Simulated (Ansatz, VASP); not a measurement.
**One calculation of Ni, two programs**

The input INCAR:

```
SYSTEM = Ni
PREC = Accurate ; ENCUT = 600
EDIFF = 1E-6 ; ISMEAR = -1
SIGMA = 0.05 ; LREAL = .FALSE.
LASPH = .TRUE. ; NELM = 150
ALGO = Normal ; ISIF = 3
LWAVE = .FALSE. ; LCHARG = .FALSE.
ISPIN = 2 ; MAGMOM = 0.8
LORBIT = 11 ; LMAXMIX = 4
GGA = PS ; IBRION = 2
NSW = 80 ; EDIFFG = -0.01
```

Contents of KPOINTS:

```
regular mesh
0
G
  16 16 16
  0 0 0
```

The input POSCAR:

```
Ni
1.0
   -1.3984527048      1.3984527048      1.3984527048
    1.3984527048     -1.3984527048      1.3984527048
    1.3984527048      1.3984527048     -1.3984527048
Ni
1
Direct
    0.0000000000      0.0000000000      0.0000000000
```

Input for Ansatz:

```yaml
crystal:
  lattice:
    - [-1.3984527048, 1.3984527048, 1.3984527048]
    - [1.3984527048, -1.3984527048, 1.3984527048]
    - [1.3984527048, 1.3984527048, -1.3984527048]
  atoms:
    - { symbol: Ni, position: [0.0, 0.0, 0.0], spin: 0.8 }
hamiltonian:
  xc: pbesol
  pseudopotentials:
    kind: paw
    azcp:
      Ni: "pseudopotentials/Ni.paw.azcp"
basis:
  ecutwfc: 420
  fft_grid_basis: typed
kpoints:
  mp_grid: { grid: [16, 16, 16], shift: [0, 0, 0] }
magnetization:
  spin_polarized: true
scf:
  occupations: { method: fermi_dirac, width: 0.05 }
relax:
  max_steps: 60
  f_tol: 0.01
  cell: {}
```

Alike in both runs: task relaxation of cell and atoms; functional PBEsol; k mesh 16 × 16 × 16; occupations fermi-dirac, width 0.05 eV; collinear spin.

|  | VASP | Ansatz |
| --- | --- | --- |
| version | VASP 6.6.1 | Ansatz 0.2.0 |
| potentials or method | VASP PAW PBE potentials, release 64 (Ni), cutoff 600 eV | plane waves (420 eV) with PAW, scalar-relativistic |
| valence electrons in the cell | 10 | 18 |

```csv
,VASP,Ansatz,Ansatz less VASP
net moment per atom (μB),0.53,0.53,+0.005
size of the moment on the site where the two differ most (μB),0.53,0.56,+0.026
relaxed volume (Å³/atom),10.46,10.46,+0.005
relaxed cell length with the largest relative difference (Å),2.386,2.386,+0.0004
```

VASP's potentials were made for PBE, not for PBEsol, and Ansatz warns of the same on its side. Site moments also hang on the region over which each program counts them. VASP's potentials hold 10 valence electrons a cell and Ansatz's 18, so a difference there can come from the potentials and not from the codes.
